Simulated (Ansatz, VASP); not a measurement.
## Ti: VASP beside Ansatz

INCAR

```
PREC     = Accurate       # precision mode
ENCUT    = 520            # plane-wave cutoff, eV
EDIFF    = 1E-6           # SCF threshold, eV
ISMEAR   = -1             # smearing method
SIGMA    = 0.1            # smearing width, eV
LREAL    = F              # projectors in reciprocal space
LASPH    = T              # aspherical terms in the spheres
NELM     = 80             # most SCF steps
ALGO     = Normal         # electronic algorithm
ISIF     = 2              # what is computed and relaxed
LWAVE    = F              # write WAVECAR
LCHARG   = F              # write CHGCAR
GGA      = RP             # functional
NBANDS   = 12             # bands
```

Contents of KPOINTS:

```
Automatic mesh
0
Gamma
  15 15 15
```

The input POSCAR:

```
Ti
1.0
    0.0000000000      2.0505568858      2.0505568858
    2.0505568858      0.0000000000      2.0505568858
    2.0505568858      2.0505568858      0.0000000000
Ti
1
Direct
    0.0000000000      0.0000000000      0.0000000000
```

Input for Ansatz:

```yaml
crystal:
  lattice:
    - [0.0, 2.0505568858, 2.0505568858]
    - [2.0505568858, 0.0, 2.0505568858]
    - [2.0505568858, 2.0505568858, 0.0]
  atoms:
    - { symbol: Ti, position: [0.0, 0.0, 0.0] }
hamiltonian:
  xc: rpbe
  pseudopotentials:
    kind: paw
    azcp:
      Ti: "pseudopotentials/Ti.paw.azcp"
basis:
  ecutwfc: 420
  fft_grid_basis: typed
kpoints:
  mp_grid: { grid: [15, 15, 15], shift: [0, 0, 0] }
magnetization:
  spin_polarized: false
scf:
  occupations: { method: fermi_dirac, width: 0.1 }
  lower_state_search: "off"
output:
  stress: true
```

Alike in both runs: task single point; functional RPBE; k mesh 15 × 15 × 15; occupations fermi-dirac, width 0.1 eV; no spin polarisation.

```csv
,VASP,Ansatz
version,VASP 6.6.1,Ansatz 0.2.0
potentials or method,"VASP PAW PBE potentials, release 64 (Ti_sv), cutoff 520 eV","plane waves (420 eV) with PAW, scalar-relativistic"
valence electrons in the cell,12,12
```

```tsv
	VASP	Ansatz	Ansatz less VASP
pressure (GPa)	4.1	4.4	+0.29
```

VASP's potentials were made for PBE, not for RPBE.
